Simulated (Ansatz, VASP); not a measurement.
Cd3Ga2O in VASP and in Ansatz

```
CELL_PARAMETERS angstrom
5.01569 0.00000 0.00000
0.00000 5.01569 0.00000
0.00000 0.00000 8.36532
ATOMIC_POSITIONS crystal
Cd 0.50000 0.50000 0.50000
Cd 0.50000 0.50000 0.16766
Cd 0.50000 0.50000 0.83234
Ga 0.00000 0.50000 0.50000
Ga 0.50000 0.00000 0.50000
O 0.00000 0.00000 0.50000
```

Alike in both runs: functional PBE; k mesh 8 × 8 × 6; occupations gaussian, width 0.1 eV; no spin polarisation.

Ansatz relaxed the structure, and its values are those at the end. VASP's run is a single point on that final structure, the one shown.

|  | VASP | Ansatz |
| --- | --- | --- |
| version | VASP 6.6.1 | Ansatz 0.2.0 |
| potentials or method | VASP PAW PBE potentials, release 64 (Cd, Ga_d, O), cutoff 520 eV | scalar-relativistic, plane waves, PAW |
| valence electrons in the cell | 68 | 92 |

VASP gave:

| Item | Value |
| --- | --- |
| gap on the k mesh at the Fermi level (eV) | none |
| pressure (GPa) | 0.1 |

Problem. What did Ansatz give for the same quantities?

Solution. gap on the k mesh at the Fermi level (eV): none; pressure (GPa): 0.0.

A gap of «none» marks a metal or a gap that the smearing closes. The functional is the same, so the differences come from potentials, cutoffs and numerics. VASP's potentials hold 68 valence electrons a cell and Ansatz's 92, so a difference there can come from the potentials and not from the codes. Ansatz's warnings: xc potential rough in thin density.
